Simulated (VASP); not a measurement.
# O2 in VASP: notebook

O2 is run at these levels: LDA; tasks: single point, relaxation of the atoms.

All numbers are computed with VASP 6.6.1; they aren't measurements. Logs are shortened: lines on timing, memory, paths and dates and some standing lists are left out, and cuts for length are marked.

## Step 1: The cell of the first run

The cell holds a molecule in a box, 2 atoms: a = 9.000 Å, b = 9.500 Å, c = 10.000 Å, α = 90.00°, β = 90.00°, γ = 90.00°.

## Step 2: Single point, LDA, collinear spin, ferromagnetic start

Input file INCAR:

```
PREC = Accurate ; ENCUT = 520
EDIFF = 1E-7 ; ISMEAR = -1
SIGMA = 0.05 ; LREAL = False
LASPH = True ; NELM = 150
ALGO = Normal ; ISIF = 2
LWAVE = False ; LCHARG = True
ISPIN = 2 ; MAGMOM = 1 1
LORBIT = 11 ; GGA = CA
LELF = True ; LVHAR = True
NBANDS = 17
```

Input file KPOINTS:

```
Automatic mesh
0
Gamma
  1 1 1
```

Input file POSCAR:

```
O
1.0
    9.0000000000      0.0000000000      0.0000000000
    0.0000000000      9.5000000000      0.0000000000
    0.0000000000      0.0000000000     10.0000000000
O
2
Direct
    0.5000000000      0.5000000000      0.4399602402
    0.5000000000      0.5000000000      0.5600397598
```

Potentials or basis: VASP PAW LDA potentials, release 64 (O).

On the command line:

```bash
cat potpaw_LDA.64/O/POTCAR > POTCAR
mpirun -np 1 vasp_gam > vasp.out
```

OUTCAR:

```text
PREC = Accurate
   ENCUT = 520
   EDIFF = 1E-7
   ISMEAR = -1
   LREAL = False
   LASPH = True
   NELM = 150
   ISIF = 2
   ISPIN = 2
   LORBIT = 11
   GGA = CA

 ion  position               nearest neighbor table
   1  0.500  0.500  0.440-   2 1.20
   2  0.500  0.500  0.560-   1 1.20

  LATTYP: Found a simple orthorhombic cell.
 ALAT       =     9.0000000000
 B/A-ratio  =     1.0555555556
 C/A-ratio  =     1.1111111111

  Lattice vectors:

 A1 = (   9.0000000000,   0.0000000000,   0.0000000000)
 A2 = (   0.0000000000,   9.5000000000,   0.0000000000)
 A3 = (   0.0000000000,   0.0000000000,  10.0000000000)

Analysis of symmetry for initial positions (statically):
=====================================================================
 Subroutine PRICEL returns:
 Original cell was already a primitive cell.

 Routine SETGRP: Setting up the symmetry group for a
 simple orthorhombic supercell.

 Subroutine GETGRP returns: Found  8 space group operations
 (whereof  8 operations were pure point group operations)
 out of a pool of  8 trial point group operations.

The static configuration has the point symmetry D_2h.

Analysis of symmetry for dynamics (positions and initial velocities):
=====================================================================
 Subroutine PRICEL returns:
 Original cell was already a primitive cell.

 Routine SETGRP: Setting up the symmetry group for a
 simple orthorhombic supercell.

 Subroutine GETGRP returns: Found  8 space group operations
 (whereof  8 operations were pure point group operations)
 out of a pool of  8 trial point group operations.

The dynamic configuration has the point symmetry D_2h.

Analysis of structural, dynamic, and magnetic symmetry:
=====================================================================
 Subroutine PRICEL returns:
 Original cell was already a primitive cell.

 Routine SETGRP: Setting up the symmetry group for a
 simple orthorhombic supercell.

 Subroutine GETGRP returns: Found  8 space group operations
 (whereof  8 operations were pure point group operations)
 out of a pool of  8 trial point group operations.

The overall configuration has the point symmetry D_2h.

 Subroutine INISYM returns: Found  8 space group operations
 (whereof  8 operations are pure point group operations),
 and found     1 'primitive' translations

----------------------------------------------------------------------------------------

                                     Primitive cell

  volume of cell :     855.0000

  direct lattice vectors                    reciprocal lattice vectors
     9.000000000  0.000000000  0.000000000     0.111111111  0.000000000  0.000000000
     0.000000000  9.500000000  0.000000000     0.000000000  0.105263158  0.000000000
     0.000000000  0.000000000 10.000000000     0.000000000  0.000000000  0.100000000

  length of vectors
     9.000000000  9.500000000 10.000000000     0.111111111  0.105263158  0.100000000

  position of ions in fractional coordinates (direct lattice)
     0.500000000  0.500000000  0.439960240
     0.500000000  0.500000000  0.560039760

  ion indices of the primitive-cell ions
   primitive index   ion index
                 1           1
                 2           2

----------------------------------------------------------------------------------------

 KPOINTS: Automatic mesh

Automatic generation of k-mesh.
 Grid dimensions read from file:
 generate k-points for:    1    1    1

 Generating k-lattice:

  Cartesian coordinates                     Fractional coordinates (reciprocal lattice)
     0.111111111  0.000000000  0.000000000     1.000000000  0.000000000  0.000000000
     0.000000000  0.105263158  0.000000000     0.000000000  1.000000000  0.000000000
     0.000000000  0.000000000  0.100000000     0.000000000  0.000000000  1.000000000

  Length of vectors
     0.111111111  0.105263158  0.100000000

  Shift w.r.t. Gamma in fractional coordinates (k-lattice)
     0.000000000  0.000000000  0.000000000

 Subroutine IBZKPT returns following result:
 ===========================================

 Found      1 irreducible k-points:

 Following reciprocal coordinates:
            Coordinates               Weight
  0.000000  0.000000  0.000000      1.000000
   k-points           NKPTS =      1   k-points in BZ     NKDIM =      1   number of bands    NBANDS=     17
   number of dos      NEDOS =    301   number of ions     NIONS =      2
   total plane-waves  NPLWV = 403200
   dimension x,y,z NGX =    70 NGY =   72 NGZ =   80
   dimension x,y,z NGXF=   140 NGYF=  144 NGZF=  160
   ions per type =               2
   NGX,Y,Z   is equivalent  to a cutoff of  12.93, 12.60, 13.30 a.u.
   NGXF,Y,Z  is equivalent  to a cutoff of  25.86, 25.20, 26.60 a.u.
 SYSTEM =  unknown system
   PREC   = accura    normal or accurate (medium, high low for compatibility)
   ISTART =      0    job   : 0-new  1-cont  2-samecut
   ICHARG =      2    charge: 1-file 2-atom 10-const
   ISPIN  =      2    spin polarized calculation?
   LNONCOLLINEAR =      F non collinear calculations
   LSORBIT =      F    spin-orbit coupling
   LASPH  =      T    aspherical Exc in radial PAW
   ENCUT  =  520.0 eV  38.22 Ry    6.18 a.u.  16.73 17.66 18.59*2*pi/ulx,y,z
   NELM   =    150;   NELMIN=  2; NELMDL= -5     # of ELM steps
   EDIFF  = 0.1E-06   stopping-criterion for ELM
   LREAL  =      F    real-space projection
   EDIFFG = 0.1E-05   stopping-criterion for IOM
   NSW    =      0    number of steps for IOM
   IBRION =     -1    ionic relax: 0-MD 1-quasi-New 2-CG
   NFREE  =      0    steps in history (QN), initial steepest desc. (CG)
   ISIF   =      2    stress and relaxation
   ISYM   =      2    0-nonsym 1-usesym 2-fastsym
   POTIM  = 0.5000    time-step for ionic-motion
   TEBEG  =    0.0;   TEEND  =   0.0 temperature during run
   PSTRESS=    0.0 pullay stress
   NELECT =      12.0000    total number of electrons
   NUPDOWN=      -1.0000    fix difference up-down
   EMIN   =  10.00;   EMAX   =-10.00  energy-range for DOS
   EFERMI =   0.00;   METHOD = LEGACY
   ISMEAR =    -1;   SIGMA  =   0.05  broadening in eV -4-tet -1-fermi 0-gaus
   EFERMI_NEDOS =   21; number of points for ismear=-14 and -15
   IALGO  =     38    algorithm
   IMIX   =      4    mixing-type and parameters
     AMIX     =   0.40;   BMIX     =  1.00
     AMIX_MAG =   1.60;   BMIX_MAG =  1.00
  volume/ion in A,a.u.               =     427.50      2884.91
  Fermi-wavevector in a.u.,A,eV,Ry     =   0.394893  0.746240  2.121703  0.155941
  Thomas-Fermi vector in A             =   1.339966
   LORBIT       =     11    0 simple, 1 ext, 2 COOP (PROOUT), +10 PAW based schemes
   GGA     = CA    functional components
   LHFCALC =     F    Hartree Fock is set to
   AEXX    =    0.0000 exact exchange contribution
   IVDW    =     0    specifies the selected vdW correction
   LEPSILON=     F    determine dielectric tensor
   LRPA    =     F    only Hartree local field effects (RPA)
 spin polarized calculation
  energy-cutoff  :      520.00
  volume of cell :      855.00
 maximum number of plane-waves:     11510
 NGX is ok and might be reduce to    70
   NGX = 33   NGY = 35   NGZ = 37

 number of electron      12.0000002 magnetization       2.0000000

 Free energy of the ion-electron system (eV)
  ---------------------------------------------------
  ext. energy  EPLUGINS =         0.00000000
  ---------------------------------------------------
  free energy    TOTEN  =       -10.45940076 eV

  energy without entropy =      -10.45940075  energy(sigma->0) =      -10.45940076

 E-fermi :  -5.7033     XC(G=0):  -0.6187

 val. band max:       -6.6858144735   @ k =   0.0000   0.0000   0.0000
 cond. band min:      -4.7207120473   @ k =   0.0000   0.0000   0.0000
 fundamental gap:      1.9651024262
 Fermi energy:        -5.7033025331

 spin component 1

 k-point     1 :       0.0000    0.0000    0.0000
  band No.  band energies     occupation
      1     -33.1285      1.00000
      2     -20.0368      1.00000
      3     -13.6371      1.00000
      4     -13.6371      1.00000
      5     -13.6280      1.00000
      6      -6.6858      1.00000
      7      -6.6858      1.00000
      8      -0.2299      0.00000
      9       1.0205      0.00000
     10       1.2877      0.00000
     11       1.3374      0.00000
     12       1.5002      0.00000
     13       1.5789      0.00000
     14       1.7564      0.00000
     15       2.5192      0.00000
     16       2.8927      0.00000
     17       2.9054      0.00000
 Fermi energy:        -5.7033025331

 spin component 2

 k-point     1 :       0.0000    0.0000    0.0000
  band No.  band energies     occupation
      1     -31.9108      1.00000
      2     -18.4169      1.00000
      3     -12.5324      1.00000
      4     -11.9916      1.00000
      5     -11.9915      1.00000
      6      -4.7207      0.00000
      7      -4.7207      0.00000
      8      -0.1839      0.00000
      9       1.1344      0.00000
     10       1.3217      0.00000
     11       1.3901      0.00000
     12       1.5586      0.00000
     13       1.5976      0.00000
     14       1.7831      0.00000
     15       2.7094      0.00000
     16       2.9443      0.00000
     17       2.9496      0.00000

------------------------ aborting loop because EDIFF is reached ----------------------------------------

  FORCE on cell =-STRESS in cart. coord.  units (eV):
  Direction    XX          YY          ZZ          XY          YZ          ZX
  --------------------------------------------------------------------------------------
  -------------------------------------------------------------------------------------
  Total       -0.0683050     -0.0682194      1.9556289      0.0000000      0.0000000      0.0000000
  in kB       -0.1279962     -0.1278358      3.6646367      0.0000000      0.0000000      0.0000000
  external PRESSURE =       1.1362682 kB  Pullay stress =       0.0000000 kB

 VOLUME and BASIS-vectors are now :
 -----------------------------------------------------------------------------
  energy-cutoff  :      520.00
  volume of cell :      855.00
      direct lattice vectors                 reciprocal lattice vectors
     9.000000000  0.000000000  0.000000000     0.111111111  0.000000000  0.000000000
     0.000000000  9.500000000  0.000000000     0.000000000  0.105263158  0.000000000
     0.000000000  0.000000000 10.000000000     0.000000000  0.000000000  0.100000000

 POSITION                                       TOTAL-FORCE (eV/Angst)
 -----------------------------------------------------------------------------------
      4.50000      4.75000      4.39960         0.000000      0.000000     -1.696749
      4.50000      4.75000      5.60040         0.000000      0.000000      1.696749
 -----------------------------------------------------------------------------------
    total drift:                                0.000000      0.000000     -0.000000

  FREE ENERGIE OF THE ION-ELECTRON SYSTEM (eV)
  ---------------------------------------------------
  free  energy   TOTEN  =       -10.4594007629 eV

  energy  without entropy=      -10.4594007509  energy(sigma->0) =      -10.45940076

 total charge

# of ion       s       p       d       tot
------------------------------------------
    1        1.602   3.320   0.000   4.922
    2        1.602   3.320   0.000   4.922
--------------------------------------------------
tot          3.205   6.640   0.000   9.845

 magnetization (x)

# of ion       s       p       d       tot
------------------------------------------
    1        0.008   0.795   0.000   0.803
    2        0.008   0.795   0.000   0.803
--------------------------------------------------
tot          0.016   1.590   0.000   1.606
```

Wall time 91 s (1 thread of Intel Xeon Platinum 8488C (Sapphire Rapids), shared host); peak memory 0.64 GiB.

What came out:

```
Free energy                                           : -10.4594 eV
Largest force                                         : 1.697 eV/Å
Gap between the frontier levels                       : 1.97 eV
Net moment                                            : 2.00 μB per cell
Site moments                                          : O +0.80 μB
Valence electrons inside the program's atomic spheres : O 4.92
```

Forces in eV/Å, atoms in the order of the input:
```
O    0.000  0.000 -1.697
O    0.000  0.000  1.697
```

Levels at points of the mesh, in eV from the valence-band top:
Spin up:
```tsv
k point	band 4	band 5	band 6	band 7	band 8	band 9	band 10	band 11
(0.00, 0.00, 0.00)	-6.95	-6.94	0.00	0.00	6.46	7.71	7.97	8.02
```
Spin down:
```tsv
k point	band 1	band 2	band 3	band 4	band 5	band 6	band 7	band 8	band 9	band 10
(0.00, 0.00, 0.00)	-25.22	-11.73	-5.85	-5.31	-5.31	1.97	1.97	6.50	7.82	8.01
```

Caveat: the standard files for N, O and F lose accuracy on very short bonds.

## Step 3: Relaxation of the atoms, LDA, collinear spin, ferromagnetic start

Input file INCAR:

```
ALGO     = Normal         # electronic algorithm
EDIFF    = 1E-7           # SCF threshold, eV
EDIFFG   = -0.03          # ionic threshold
ENCUT    = 520            # plane-wave cutoff, eV
GGA      = CA             # functional
IBRION   = 2              # ionic algorithm
ISIF     = 2              # what is computed and relaxed
ISMEAR   = -1             # smearing method
ISPIN    = 2              # spin polarisation
LASPH    = True           # aspherical terms in the spheres
LCHARG   = False          # write CHGCAR
LORBIT   = 11             # projections on sites
LREAL    = False          # projectors in reciprocal space
LWAVE    = False          # write WAVECAR
MAGMOM   = 1 1            # initial moments
NELM     = 150            # most SCF steps
NSW      = 80             # ionic steps
PREC     = Accurate       # precision mode
SIGMA    = 0.05           # smearing width, eV
```

Input file KPOINTS:

```
k-points
0
Gamma
  1 1 1
```

Input file POSCAR:

```
O
1.0
    9.0000000000      0.0000000000      0.0000000000
    0.0000000000      9.5000000000      0.0000000000
    0.0000000000      0.0000000000     10.0000000000
O
2
Direct
    0.5000000000      0.5000000000      0.4385000000
    0.5000000000      0.5000000000      0.5615000000
```

Potentials or basis: VASP PAW LDA potentials, release 64 (O).

On the command line:

```bash
cat potpaw_LDA.64/O/POTCAR > POTCAR
mpirun -np 1 vasp_gam > vasp.out
```

Run time: 2.8 min. Hardware: 1 thread of Intel Xeon Platinum 8488C (Sapphire Rapids), shared host; peak memory 0.64 GiB.

The run converged. Its results:

```yaml
Free_energy: -10.4761 eV
Energy_gained_by_relaxing: 1.5 meV/atom
Ionic_steps: 3
Largest_force_after_relaxing: 0.009 eV/Å
Gap_between_the_frontier_levels: 1.97 eV
Net_moment: 2.00 μB per cell
Site_moments: O +0.81 μB
Valence_electrons_inside_the_program's_atomic_spheres: O 4.89
```

Forces in eV/Å, atoms in the order of the input:
```
O    0.000  0.000 -0.009
O    0.000  0.000  0.009
```

Step by step:
| step | energy change (eV) | largest force (eV/Å) | pressure (GPa) |
| --- | --- | --- | --- |
| 1 | 0.0000 | 0.6764 | -0.06 |
| 2 | 0.1391 | 5.4266 | 0.38 |
| 3 | -0.0031 | 0.0087 | -0.01 |

Final structure:
```
CELL_PARAMETERS angstrom
9.00000 0.00000 0.00000
0.00000 9.50000 0.00000
0.00000 0.00000 10.00000
ATOMIC_POSITIONS crystal
O 0.50000 0.50000 0.43896
O 0.50000 0.50000 0.56104
```

Levels at points of the mesh, in eV from the valence-band top:
Spin up:
| k point | band 5 | band 6 | band 7 | band 8 | band 9 | band 10 |
| --- | --- | --- | --- | --- | --- | --- |
| (0.00, 0.00, 0.00) | -6.61 | 0.00 | 0.00 | 6.61 | 7.80 | 8.12 |
Spin down:
```tsv
k point	band 1	band 2	band 3	band 4	band 5	band 6	band 7	band 8	band 9	band 10
(0.00, 0.00, 0.00)	-24.61	-11.73	-5.65	-4.96	-4.96	1.97	1.97	6.66	7.95	8.16
```

Caveat: the standard files for N, O and F lose accuracy on very short bonds.
